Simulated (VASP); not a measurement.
Set up this calculation in VASP 6.6.1, as the native input.

| Item | Value |
| --- | --- |
| Task | single point |
| Functional | PBE |
| Potentials or basis | VASP PAW PBE potentials, release 64 (Ti_sv) |
| Cutoff | 520 eV |
| k mesh | 20 × 20 × 20 |
| Occupations | fermi-dirac, width 0.15 eV |
| Spin | no spin polarisation |
| Dipole correction | no |
| Further INCAR settings | ALGO = Normal; EDIFF = 1e-07; NBANDS = 12 |

The structure of Ti lies in POSCAR:

```
Ti
1.0
   -1.6327302108      1.6327302108      1.6327302108
    1.6327302108     -1.6327302108      1.6327302108
    1.6327302108      1.6327302108     -1.6327302108
Ti
1
Direct
    0.0000000000      0.0000000000      0.0000000000
```

This isn't the form of Ti at room conditions, which is hcp.

The input as run:

INCAR

```
PREC = Accurate ; ENCUT = 520
EDIFF = 1E-7 ; ISMEAR = -1
SIGMA = 0.15 ; LREAL = F
LASPH = T ; NELM = 60
ALGO = Normal ; ISIF = 2
LWAVE = F ; LCHARG = F
GGA = PE ; NBANDS = 12
```

KPOINTS

```
Automatic mesh
0
Gamma
  20 20 20
```

Potentials or basis: VASP PAW PBE potentials, release 64 (Ti_sv).

Command:

```bash
$ cat potpaw_PBE.64/Ti_sv/POTCAR > POTCAR
$ mpirun -np 1 vasp_std > vasp.out
```

Results of the run:

```yaml
Pressure: -0.2 GPa
Band_gap_on_the_k_mesh: zero (bands 6 and 7 overlap by 1.64 eV)
```

Wall time 86 s on 1 thread of Intel(R) Xeon(R) Platinum 8375C CPU @ 2.90GHz (Ice Lake), on a shared host, peak memory 0.17 GiB.
